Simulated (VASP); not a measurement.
# LiH (P6_3/mmc) in VASP: further runs

Runs on LiH. Level: PBE. Tasks: single point.

Everything below comes from runs of VASP 6.6.1. Logs are shortened: lines on timing, memory, paths and dates and some standing lists are left out, and cuts for length are marked.

### Step 1. The cell of the first run

The structure is hexagonal, space group P6_3/mmc (No. 194). Conventional cell: a = 2.782 Å, b = 2.782 Å, c = 4.885 Å, α = 90.00°, β = 90.00°, γ = 120.00°. Li (site symmetry -3m) has 6 H at 2.02 Å and 2 Li at 2.44 Å within 2.7 Å. Within 2.7 Å of H (site symmetry -6m2) lie 6 Li at 2.02 Å.

### Step 2. Single point, PBE

Contents of INCAR:

```
ALGO     = Normal         # electronic algorithm
EDIFF    = 1E-7           # SCF threshold, eV
ENCUT    = 520            # plane-wave cutoff, eV
GGA      = PE             # functional
ISIF     = 2              # what is computed and relaxed
ISMEAR   = 0              # smearing method
LASPH    = True           # aspherical terms in the spheres
LCHARG   = False          # write CHGCAR
LREAL    = False          # projectors in reciprocal space
LWAVE    = False          # write WAVECAR
NBANDS   = 12             # bands
NELM     = 80             # most SCF steps
PREC     = Accurate       # precision mode
SIGMA    = 0.01           # smearing width, eV
```

Contents of KPOINTS:

```
k-points
0
Gamma
  9 9 4
```

Contents of POSCAR:

```
LiH
1.0
    2.7816472935      0.0000000000      0.0000000000
   -1.3908236468      2.4089772206      0.0000000000
    0.0000000000      0.0000000000      4.8847712212
Li H
2 2
Direct
    0.0000000000      0.0000000000      0.0000000000
    0.0000000000      0.0000000000      0.5000000000
    0.3333333333      0.6666666667      0.2500000000
    0.6666666667      0.3333333333      0.7500000000
```

Potentials or basis: VASP PAW PBE potentials, release 64 (Li_sv, H).

On the command line:

```
$ cat potpaw_PBE.64/Li_sv/POTCAR potpaw_PBE.64/H/POTCAR > POTCAR
$ mpirun -np 1 vasp_std > vasp.out
```

OUTCAR:

```text
EDIFF = 1E-7
   ENCUT = 520
   GGA = PE
   ISIF = 2
   ISMEAR = 0
   LASPH = True
   LREAL = False
   NELM = 80
   PREC = Accurate

 ion  position               nearest neighbor table
   1  0.000  0.000  0.000-   2 2.44   2 2.44
   2  0.000  0.000  0.500-   1 2.44   1 2.44
   3  0.333  0.667  0.250-
   4  0.667  0.333  0.750-

  LATTYP: Found a hexagonal cell.
 ALAT       =     2.7816472935
 C/A-ratio  =     1.7560713871

  Lattice vectors:

 A1 = (   2.7816472935,   0.0000000000,   0.0000000000)
 A2 = (  -1.3908236468,   2.4089772206,   0.0000000000)
 A3 = (   0.0000000000,   0.0000000000,   4.8847712212)

Analysis of symmetry for initial positions (statically):
=====================================================================
 Subroutine PRICEL returns:
 Original cell was already a primitive cell.

 Routine SETGRP: Setting up the symmetry group for a
 hexagonal supercell.

 Subroutine GETGRP returns: Found 24 space group operations
 (whereof 12 operations were pure point group operations)
 out of a pool of 24 trial point group operations.

The static configuration has the point symmetry D_3d.
 The point group associated with its full space group is D_6h.

Analysis of symmetry for dynamics (positions and initial velocities):
=====================================================================
 Subroutine PRICEL returns:
 Original cell was already a primitive cell.

 Routine SETGRP: Setting up the symmetry group for a
 hexagonal supercell.

 Subroutine GETGRP returns: Found 24 space group operations
 (whereof 12 operations were pure point group operations)
 out of a pool of 24 trial point group operations.

The dynamic configuration has the point symmetry D_3d.
 The point group associated with its full space group is D_6h.

 Subroutine INISYM returns: Found 24 space group operations
 (whereof 12 operations are pure point group operations),
 and found     1 'primitive' translations

----------------------------------------------------------------------------------------

                                     Primitive cell

  volume of cell :      32.7325

  direct lattice vectors                    reciprocal lattice vectors
     2.781647293  0.000000000  0.000000000     0.359499208  0.207556965  0.000000000
    -1.390823647  2.408977221  0.000000000     0.000000000  0.415113929  0.000000000
     0.000000000  0.000000000  4.884771221     0.000000000  0.000000000  0.204717878

  length of vectors
     2.781647293  2.781647294  4.884771221     0.415113929  0.415113929  0.204717878

  position of ions in fractional coordinates (direct lattice)
     0.000000000  0.000000000  0.000000000
     0.000000000  0.000000000  0.500000000
     0.333333333  0.666666667  0.250000000
     0.666666667  0.333333333  0.750000000

  ion indices of the primitive-cell ions
   primitive index   ion index
                 1           1
                 2           2
                 3           3
                 4           4

----------------------------------------------------------------------------------------

 KPOINTS: k-points

Automatic generation of k-mesh.
 Grid dimensions read from file:
 generate k-points for:    9    9    4

 Generating k-lattice:

  Cartesian coordinates                     Fractional coordinates (reciprocal lattice)
     0.039944356  0.023061885  0.000000000     0.111111111  0.000000000  0.000000000
     0.000000000  0.046123770  0.000000000     0.000000000  0.111111111  0.000000000
     0.000000000  0.000000000  0.051179470     0.000000000  0.000000000  0.250000000

  Length of vectors
     0.046123770  0.046123770  0.051179470

  Shift w.r.t. Gamma in fractional coordinates (k-lattice)
     0.000000000  0.000000000  0.000000000

 Subroutine IBZKPT returns following result:
 ===========================================

 Found     36 irreducible k-points:

 Following reciprocal coordinates:
            Coordinates               Weight
  0.000000  0.000000  0.000000      1.000000
  0.111111  0.000000  0.000000      6.000000
  0.222222  0.000000  0.000000      6.000000
  0.333333  0.000000  0.000000      6.000000
  0.444444  0.000000  0.000000      6.000000
  0.111111  0.111111  0.000000      6.000000
[... 16 lines left out ...]
  0.333333  0.222222  0.250000     24.000000
  0.333333  0.333333  0.250000      4.000000
 [... further k-points ...]
   k-points           NKPTS =     36   k-points in BZ     NKDIM =     36   number of bands    NBANDS=     12
   number of dos      NEDOS =    301   number of ions     NIONS =      4
   total plane-waves  NPLWV =  20736
   dimension x,y,z NGX =    24 NGY =   24 NGZ =   36
   dimension x,y,z NGXF=    48 NGYF=   48 NGZF=   72
   ions per type =               2   2
   NGX,Y,Z   is equivalent  to a cutoff of  14.34, 14.34, 12.25 a.u.
   NGXF,Y,Z  is equivalent  to a cutoff of  28.69, 28.69, 24.50 a.u.
 SYSTEM =  unknown system
   PREC   = accura    normal or accurate (medium, high low for compatibility)
   ISTART =      0    job   : 0-new  1-cont  2-samecut
   ICHARG =      2    charge: 1-file 2-atom 10-const
   ISPIN  =      1    spin polarized calculation?
   LNONCOLLINEAR =      F non collinear calculations
   LSORBIT =      F    spin-orbit coupling
   LASPH  =      T    aspherical Exc in radial PAW
   ENCUT  =  520.0 eV  38.22 Ry    6.18 a.u.   5.17  5.17  9.08*2*pi/ulx,y,z
   NELM   =     80;   NELMIN=  2; NELMDL= -5     # of ELM steps
   EDIFF  = 0.1E-06   stopping-criterion for ELM
   LREAL  =      F    real-space projection
   EDIFFG = 0.1E-05   stopping-criterion for IOM
   NSW    =      0    number of steps for IOM
   IBRION =     -1    ionic relax: 0-MD 1-quasi-New 2-CG
   NFREE  =      0    steps in history (QN), initial steepest desc. (CG)
   ISIF   =      2    stress and relaxation
   ISYM   =      2    0-nonsym 1-usesym 2-fastsym
   POTIM  = 0.5000    time-step for ionic-motion
   TEBEG  =    0.0;   TEEND  =   0.0 temperature during run
   PSTRESS=    0.0 pullay stress
   NELECT =       8.0000    total number of electrons
   NUPDOWN=      -1.0000    fix difference up-down
   EMIN   =  10.00;   EMAX   =-10.00  energy-range for DOS
   EFERMI =   0.00;   METHOD = LEGACY
   ISMEAR =     0;   SIGMA  =   0.01  broadening in eV -4-tet -1-fermi 0-gaus
   EFERMI_NEDOS =   21; number of points for ismear=-14 and -15
   IALGO  =     38    algorithm
   IMIX   =      4    mixing-type and parameters
     AMIX     =   0.40;   BMIX     =  1.00
     AMIX_MAG =   1.60;   BMIX_MAG =  1.00
  volume/ion in A,a.u.               =       8.18        55.22
  Fermi-wavevector in a.u.,A,eV,Ry     =   1.023557  1.934241 14.254388  1.047668
  Thomas-Fermi vector in A             =   2.157296
   LORBIT       =      0    0 simple, 1 ext, 2 COOP (PROOUT), +10 PAW based schemes
   GGA     = PE    functional components
   LHFCALC =     F    Hartree Fock is set to
   AEXX    =    0.0000 exact exchange contribution
   IVDW    =     0    specifies the selected vdW correction
   LEPSILON=     F    determine dielectric tensor
   LRPA    =     F    only Hartree local field effects (RPA)
 non-spin polarized calculation
 Gauss-broadening in eV      SIGMA  =   0.01
  energy-cutoff  :      520.00
  volume of cell :       32.73
 maximum number of plane-waves:       897
 NGX is ok and might be reduce to    24
   NGX = 11   NGY = 11   NGZ = 19

 number of electron       8.0000009 magnetization

 Free energy of the ion-electron system (eV)
  ---------------------------------------------------
  ext. energy  EPLUGINS =         0.00000000
  ---------------------------------------------------
  free energy    TOTEN  =       -12.04261723 eV

  energy without entropy =      -12.04261723  energy(sigma->0) =      -12.04261723

 E-fermi :  -0.0411     XC(G=0):  -8.4524

 val. band max:       -0.1147388006   @ k =   0.4444   0.1111   0.0000
 cond. band min:       4.3680864300   @ k =   0.4444   0.1111   0.5000
 fundamental gap:      4.4828252305
 Fermi energy:        -0.0411067744

 k-point     1 :       0.0000    0.0000    0.0000
  band No.  band energies     occupation
      1     -44.4592      2.00000
      2     -44.3925      2.00000
      3      -5.3299      2.00000
      4      -3.0663      2.00000
      5       4.4689      0.00000
      6      14.4033      0.00000
      7      15.6734      0.00000
      8      16.3004      0.00000
      9      16.3004      0.00000
     10      16.5131      0.00000
     11      19.7507      0.00000
     12      19.7507      0.00000

 k-point     2 :       0.1111    0.0000    0.0000
  band No.  band energies     occupation
      1     -44.4545      2.00000
      2     -44.3887      2.00000
      3      -5.1243      2.00000
      4      -2.8007      2.00000
      5       4.5733      0.00000
      6      12.3840      0.00000
      7      14.6984      0.00000
      8      15.0461      0.00000
      9      15.2519      0.00000
     10      16.7790      0.00000
     11      19.3282      0.00000
     12      19.5417      0.00000

 k-point     3 :       0.2222    0.0000    0.0000
  band No.  band energies     occupation
      1     -44.4430      2.00000
      2     -44.3790      2.00000
      3      -4.5213      2.00000
      4      -2.0402      2.00000
      5       4.8896      0.00000
      6       8.9233      0.00000
      7      12.0727      0.00000
      8      13.3877      0.00000
      9      14.5950      0.00000
     10      16.3612      0.00000
     11      17.7652      0.00000
     12      17.8677      0.00000
[... 286 lines left out ...]
 k-point    23 :       0.3333    0.2222    0.2500
  band No.  band energies     occupation
      1     -44.4089      2.00000
      2     -44.3665      2.00000
      3      -1.7252      2.00000
      4      -0.4757      2.00000
      5       4.7086      0.00000
      6       5.8153      0.00000
      7       7.9447      0.00000
      8       8.3237      0.00000
      9       9.9342      0.00000
     10      12.3506      0.00000
     11      17.7825      0.00000
     12      18.5546      0.00000

 k-point    24 :       0.3333    0.3333    0.2500
  band No.  band energies     occupation
      1     -44.4067      2.00000
      2     -44.3645      2.00000
      3      -0.8286      2.00000
      4      -0.8286      2.00000
      5       5.3215      0.00000
      6       5.3215      0.00000
      7       7.0473      0.00000
      8       7.6302      0.00000
      9      10.6660      0.00000
     10      10.6660      0.00000
     11      18.3521      0.00000
     12      19.5632      0.00000

 [... further k-points ...]
[... 5 lines left out ...]
  --------------------------------------------------------------------------------------
  -------------------------------------------------------------------------------------
  Total       -0.0531726     -0.0531726     -0.0420620      0.0000000     -0.0000000      0.0000000
  in kB       -2.6026734     -2.6026734     -2.0588373      0.0000000     -0.0000000      0.0000000
  external PRESSURE =      -2.4213947 kB  Pullay stress =       0.0000000 kB

 VOLUME and BASIS-vectors are now :
 -----------------------------------------------------------------------------
  energy-cutoff  :      520.00
  volume of cell :       32.73
      direct lattice vectors                 reciprocal lattice vectors
     2.781647293  0.000000000  0.000000000     0.359499208  0.207556965  0.000000000
    -1.390823647  2.408977221  0.000000000     0.000000000  0.415113929  0.000000000
     0.000000000  0.000000000  4.884771221     0.000000000  0.000000000  0.204717878

 POSITION                                       TOTAL-FORCE (eV/Angst)
 -----------------------------------------------------------------------------------
      0.00000      0.00000      0.00000         0.000000      0.000000      0.000000
      0.00000      0.00000      2.44239         0.000000      0.000000      0.000000
     -0.00000      1.60598      1.22119         0.000000      0.000000      0.000000
      1.39082      0.80299      3.66358        -0.000000     -0.000000     -0.000000
 -----------------------------------------------------------------------------------
    total drift:                               -0.000000      0.000000      0.000000

  FREE ENERGIE OF THE ION-ELECTRON SYSTEM (eV)
  ---------------------------------------------------
  free  energy   TOTEN  =       -12.0426172287 eV

  energy  without entropy=      -12.0426172287  energy(sigma->0) =      -12.04261723
```

It took 11 s on 1 thread of Intel Xeon Platinum 8488C (Sapphire Rapids), shared host; peak memory 0.14 GiB.

What came out:

```yaml
Free_energy: -12.0426 eV
Band_gap_on_the_k_mesh: 4.48 eV, indirect (least direct gap 4.99 eV)
```

Caveat: the cutoff is under 1.25 times the usual one of these potentials, so pressure, stress and relaxed cells hold a basis-set (Pulay) error.

### Step 3. Single point, PBE (volume changed by +3%)

Contents of INCAR:

```
SYSTEM = LiH
ALGO = Normal ; EDIFF = 1E-6
ENCUT = 520 ; GGA = PE
ISIF = 2 ; ISMEAR = 0
LASPH = .True. ; LCHARG = .False.
LREAL = .False. ; LWAVE = .False.
NBANDS = 12 ; NELM = 60
PREC = Accurate ; SIGMA = 0.01
```

Contents of KPOINTS:

```
k-points
0
Gamma
  9 9 4
  0 0 0
```

Contents of POSCAR:

```
LiH
1.0
    2.8091901471      0.0000000000      0.0000000000
   -1.4045950735      2.4328300314      0.0000000000
    0.0000000000      0.0000000000      4.9331384383
Li H
2 2
Direct
    0.0000000000      0.0000000000      0.0000000000
    0.0000000000      0.0000000000      0.5000000000
    0.3333333333      0.6666666667      0.2500000000
    0.6666666667      0.3333333333      0.7500000000
```

Potentials or basis: VASP PAW PBE potentials, release 64 (Li_sv, H).

On the command line:

```
$ cat potpaw_PBE.64/Li_sv/POTCAR potpaw_PBE.64/H/POTCAR > POTCAR
$ mpirun -np 1 vasp_std > vasp.out
```

It took 16 s on 1 thread of Intel Xeon Platinum 8488C (Sapphire Rapids), shared host; peak memory 0.15 GiB.

The run converged. Its results:

```yaml
Free_energy: -12.0395 eV
Band_gap_on_the_k_mesh: 4.45 eV, indirect (least direct gap 4.95 eV)
```

Levels at points of the mesh, in eV from the valence-band top:
```
           k point  band 1  band 2  band 3  band 4  band 5  band 6  band 7  band 8  band 9
(0.00, 0.00, 0.00)  -44.37  -44.31   -5.11   -2.86    4.51   14.24   15.43   16.14   16.15
(0.00, 0.00, 0.50)  -44.34  -44.34   -4.21   -4.21    8.39    8.39   15.37   15.37   17.49
```

Caveat: the cutoff is under 1.25 times the usual one of these potentials, so pressure, stress and relaxed cells hold a basis-set (Pulay) error.

### Step 4. Single point, PBE (volume changed by +6%)

Contents of INCAR:

```
ALGO     = Normal         # electronic algorithm
EDIFF    = 1E-6           # SCF threshold, eV
ENCUT    = 520            # plane-wave cutoff, eV
GGA      = PE             # functional
ISIF     = 2              # what is computed and relaxed
ISMEAR   = 0              # smearing method
LASPH    = True           # aspherical terms in the spheres
LCHARG   = False          # write CHGCAR
LREAL    = False          # projectors in reciprocal space
LWAVE    = False          # write WAVECAR
NBANDS   = 12             # bands
NELM     = 60             # most SCF steps
PREC     = Accurate       # precision mode
SIGMA    = 0.01           # smearing width, eV
```

Contents of KPOINTS:

```
k-points
0
Gamma
  9 9 4
```

Contents of POSCAR:

```
LiH
1.0
    2.8362032479      0.0000000000      0.0000000000
   -1.4181016240      2.4562240630      0.0000000000
    0.0000000000      0.0000000000      4.9805753717
Li H
2 2
Direct
    0.0000000000      0.0000000000      0.0000000000
    0.0000000000      0.0000000000      0.5000000000
    0.3333333333      0.6666666667      0.2500000000
    0.6666666667      0.3333333333      0.7500000000
```

On the command line:

```
$ cat potpaw_PBE.64/Li_sv/POTCAR potpaw_PBE.64/H/POTCAR > POTCAR
$ mpirun -np 1 vasp_std > vasp.out
```

Wall time 10 s (1 thread of Intel Xeon Platinum 8488C (Sapphire Rapids), shared host); peak memory 0.15 GiB.

Results (log left out):

```yaml
Free_energy: -12.0308 eV
Band_gap_on_the_k_mesh: 4.41 eV, indirect (least direct gap 4.91 eV)
```

Levels at points of the mesh, in eV from the valence-band top:
| k point | band 1 | band 2 | band 3 | band 4 | band 5 | band 6 | band 7 | band 8 | band 9 |
| --- | --- | --- | --- | --- | --- | --- | --- | --- | --- |
| (0.00, 0.00, 0.00) | -44.41 | -44.35 | -5.01 | -2.78 | 4.44 | 13.97 | 15.09 | 15.89 | 15.89 |
| (0.00, 0.00, 0.50) | -44.38 | -44.38 | -4.12 | -4.12 | 8.25 | 8.25 | 15.06 | 15.06 | 17.20 |

Caveat: the cutoff is under 1.25 times the usual one of these potentials, so pressure, stress and relaxed cells hold a basis-set (Pulay) error. A k mesh can miss the band edges.

### Step 5. Overview

| cell | gap on the mesh (eV) |
| --- | --- |
| a = 2.782, b = 2.782, c = 4.885 Å, angles 90.0, 90.0, 120.0°, 4 atoms | 4.48 |
| a = 2.809, b = 2.809, c = 4.933 Å, angles 90.0, 90.0, 120.0°, 4 atoms | 4.45 |
| a = 2.836, b = 2.836, c = 4.981 Å, angles 90.0, 90.0, 120.0°, 4 atoms | 4.41 |

Alike in all rows: task single point; level PBE; potentials or basis VASP PAW PBE potentials, release 64 (Li_sv, H); no spin polarisation; k mesh 9 × 9 × 4; cutoff (eV) 520; smearing gaussian 0.01 eV.

Caveats: the cutoff is under 1.25 times the usual one of these potentials, so pressure, stress and relaxed cells hold a basis-set (Pulay) error.

Total energies depend on the potentials used, so only differences within one code and one set of settings carry meaning.
